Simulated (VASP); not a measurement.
Wanted: the native input for a VASP 6.6.1 run.

| Item | Value |
| --- | --- |
| Task | single point |
| Functional | r2SCAN |
| Potentials or basis | VASP PAW PBE potentials, release 64 (C) |
| Cutoff | 520 eV |
| k mesh | 16 × 16 × 16 |
| Occupations | fermi-dirac, width 0.1 eV |
| Spin | no spin polarisation |
| Dipole correction | no |
| Further INCAR settings | ALGO = Normal; EDIFF = 1e-06; NBANDS = 11 |

The system is C.

```
C
1.0
     0.00000    1.80958    1.80958
     1.80958    0.00000    1.80958
     1.80958    1.80958    0.00000
C
2
Direct
  0.00000 0.00000 0.00000
  0.25000 0.25000 0.25000
```

The input as run:

POSCAR

```
C
1.0
    0.0000000000      1.8095758250      1.8095758250
    1.8095758250      0.0000000000      1.8095758250
    1.8095758250      1.8095758250      0.0000000000
C
2
Direct
    0.0000000000      0.0000000000      0.0000000000
    0.2500000000      0.2500000000      0.2500000000
```

INCAR.step1

```
SYSTEM = C
ALGO = Normal
EDIFF = 1E-4
ENCUT = 520
GGA = PE
ISMEAR = -1
LASPH = .True.
LCHARG = .False.
LREAL = .False.
LWAVE = .True.
NBANDS = 11
NELM = 80
PREC = Accurate
SIGMA = 0.1
```

INCAR.step2

```
SYSTEM = C
ALGO = Normal
EDIFF = 1E-6
ENCUT = 520
ISIF = 2
ISMEAR = -1
ISTART = 1
LASPH = .True.
LCHARG = .False.
LMIXTAU = .True.
LREAL = .False.
LWAVE = .False.
METAGGA = R2SCAN
NBANDS = 11
NELM = 80
PREC = Accurate
SIGMA = 0.1
```

KPOINTS

```
k-points
0
Gamma
  16 16 16
  0 0 0
```

Potentials or basis: VASP PAW PBE potentials, release 64 (C).

Command:

```bash
$ cat potpaw_PBE.64/C/POTCAR > POTCAR
$ cp INCAR.step1 INCAR
$ mpirun -np 1 vasp_std > vasp.out
$ cp INCAR.step2 INCAR
$ mpirun -np 1 vasp_std > vasp.out
```

Results of the run:

```yaml
Pressure: -19.3 GPa
Band_gap_on_the_k_mesh: 4.23 eV, indirect (least direct gap 5.72 eV)
```

Caveat: the PAW data sets were made with another functional, which shifts forces and pressure a little.

It took 40 s on 1 thread of Intel(R) Xeon(R) Platinum 8488C (Sapphire Rapids), with other jobs on the host, peak memory 0.13 GiB.
